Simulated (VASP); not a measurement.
A run of VASP 6.6.1 is set up as follows.

INCAR

```
PREC     = Accurate       # precision mode
ENCUT    = 750            # plane-wave cutoff, eV
EDIFF    = 1E-6           # SCF threshold, eV
ISMEAR   = 0              # smearing method
SIGMA    = 0.1            # smearing width, eV
LREAL    = False          # projectors in reciprocal space
LASPH    = True           # aspherical terms in the spheres
NELM     = 120            # most SCF steps
ALGO     = Normal         # electronic algorithm
ISIF     = 2              # what is computed and relaxed
LWAVE    = False          # write WAVECAR
LCHARG   = True           # write CHGCAR
GGA      = CA             # functional
LELF     = True           # ELF
LVHAR    = True         
NBANDS   = 9              # bands
GGA_COMPAT= False
```

File KPOINTS:

```
regular mesh
0
Gamma
  8 8 8
```

Contents of POSCAR:

```
LiH
1.0
    0.0000000000      2.1432329477      2.1432329477
    2.1432329477      0.0000000000      2.1432329477
    2.1432329477      2.1432329477      0.0000000000
Li H
1 1
Direct
    0.0000000000      0.0000000000      0.0000000000
    0.5000000000      0.5000000000      0.5000000000
```

Potentials or basis: VASP PAW LDA potentials, release 64 (Li_sv, H).

Command:

```console
$ cat potpaw_LDA.64/Li_sv/POTCAR potpaw_LDA.64/H/POTCAR > POTCAR
$ mpirun -np 1 vasp_std > vasp.out
```

Problem. Predict the pressure.

Solution. -7.2 GPa.

Problem. Predict the band gap on the k mesh.

Solution. 2.76 eV, direct.

A k mesh can miss the band edges. Expect the measured gap to be larger: semilocal functionals such as LDA lack the derivative discontinuity.
